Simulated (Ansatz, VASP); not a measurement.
# Two plane-wave programs on Bi2Se3

File INCAR:

```
SYSTEM = Bi2Se3
  PREC = Accurate
  ENCUT = 520
  EDIFF = 1E-7
  ISMEAR = 0
  SIGMA = 0.03
  LREAL = .FALSE.
  LASPH = .TRUE.
  NELM = 60
  ALGO = Normal
  ISIF = 2
  LWAVE = .FALSE.
  LCHARG = .FALSE.
  GGA = PS
  NBANDS = 32
```

File KPOINTS:

```
Automatic mesh
0
G
  12 12 12
  0 0 0
```

POSCAR

```
Bi2Se3
1.0
    2.0651704458      1.1923267128      9.5399066942
   -2.0651704458      1.1923267128      9.5399066942
    0.0000000000     -2.3846534256      9.5399066942
Bi Se
2 3
Direct
    0.4002583896      0.4002583896      0.4002583896
    0.5997416104      0.5997416104      0.5997416104
    0.0000000000      0.0000000000      0.0000000000
    0.2116390870      0.2116390870      0.2116390870
    0.7883609130      0.7883609130      0.7883609130
```

Input for Ansatz:

```yaml
crystal:
  lattice:
    - [2.0651704458, 1.1923267128, 9.5399066942]
    - [-2.0651704458, 1.1923267128, 9.5399066942]
    - [0.0, -2.3846534256, 9.5399066942]
  atoms:
    - { symbol: Bi, position: [0.4002583896, 0.4002583896, 0.4002583896] }
    - { symbol: Bi, position: [0.5997416104, 0.5997416104, 0.5997416104] }
    - { symbol: Se, position: [0.0, 0.0, 0.0] }
    - { symbol: Se, position: [0.211639087, 0.211639087, 0.211639087] }
    - { symbol: Se, position: [0.788360913, 0.788360913, 0.788360913] }
basis:
  ecutwfc: 420
kpoints:
  mp_grid: { grid: [12, 12, 12] }
hamiltonian:
  xc: pbesol
scf:
  occupations: { method: gaussian, width: 0.03 }
output:
  forces: true
  stress: true
  eigenvalues: true
  write_density: true
  write_potential: true
  elf: true
  volumetric_format: npy
```

Alike in both runs: task single point; functional PBEsol; k mesh 12 × 12 × 12; occupations gaussian, width 0.03 eV; no spin polarisation.

|  | VASP | Ansatz |
| --- | --- | --- |
| version | VASP 6.6.1 | Ansatz 0.2.0 |
| potentials or method | VASP PAW PBE potentials, release 64 (Bi_d, Se), cutoff 520 eV | scalar-relativistic, plane waves, PAW |
| valence electrons in the cell | 48 | 78 |

```csv
,VASP,Ansatz,Ansatz less VASP
gap on the k mesh at the Fermi level (eV),0.12,0.12,+0.002
least direct gap on the mesh (eV),0.12,0.12,+0.002
pressure (GPa),0.0,0.0,-0.05
rms of the force components (eV/Å),0.008,0.001,-0.0066
```

VASP's potentials were made for PBE, not for PBEsol. Atom by atom the forces differ by 0.007 eV/Å (rms over components). VASP's potentials hold 48 valence electrons a cell and Ansatz's 78, so a difference there can come from the potentials and not from the codes.

Neither program's run includes spin-orbit coupling.
